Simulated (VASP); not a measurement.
Write the native input for VASP 6.6.1 that does the following.

* Task: single point
* Functional: PBEsol
* Potentials or basis: VASP PAW PBE potentials, release 64 (Al, N)
* Cutoff: 520 eV
* k mesh: 6 × 6 × 6
* Occupations: gaussian, width 0.05 eV
* Spin: no spin polarisation
* Dipole correction: no
* Further INCAR settings: ALGO = Normal; EDIFF = 1e-07; NBANDS = 26

The structure of AlN lies in POSCAR:

```
AlN
1.0
    4.3771405283      0.0000000000      0.0000000000
    0.0000000000     -4.3771405283      0.0000000000
    0.0000000000      0.0000000000     -4.3771405283
Al N
4 4
Direct
   -0.0203547165     -0.1439295805     -0.0203547165
    0.5000000000      0.5000000000      0.0000000000
    0.5000000000      0.0000000000      0.5000000000
    0.0000000000      0.5000000000      0.5000000000
    0.7500000000      0.7500000000      0.7500000000
    0.2500000000      0.2500000000      0.7500000000
    0.2500000000      0.7500000000      0.2500000000
    0.7500000000      0.2500000000      0.2500000000
```

This cell differs from its parent crystal: atom 1 (Al) moved by -0.126 Å along [1 1 0] and +0.630 Å along [0 0 1].

These files were run (other wordings do the same):

INCAR

```
ALGO = Normal
EDIFF = 1E-7
ENCUT = 520
GGA = PS
ISIF = 2
ISMEAR = 0
LASPH = True
LCHARG = True
LELF = True
LREAL = False
LVHAR = True
LWAVE = False
NBANDS = 26
NELM = 80
PREC = Accurate
SIGMA = 0.05
```

KPOINTS

```
k-points
0
Gamma
  6 6 6
```

Potentials or basis: VASP PAW PBE potentials, release 64 (Al, N).

Command:

```sh
$ cat potpaw_PBE.64/Al/POTCAR potpaw_PBE.64/N/POTCAR > POTCAR
$ mpirun -np 1 vasp_std > vasp.out
```

Results of the run:

```yaml
Pressure: 14.0 GPa
Largest_force: 15.636 eV/Å
Band_gap_on_the_k_mesh: 0.83 eV (least direct gap 0.96 eV)
```

Caveat: the cell differs from its parent crystal (atom 1 (Al) moved by -0.126 Å along [1 1 0] and +0.630 Å along [0 0 1]); the cell stands under pressure; the PAW data sets were made with another functional, which shifts forces and pressure a little.

Wall time 6.1 min on 1 thread of Intel Xeon 8259CL, with other jobs on the host, peak memory 0.24 GiB.
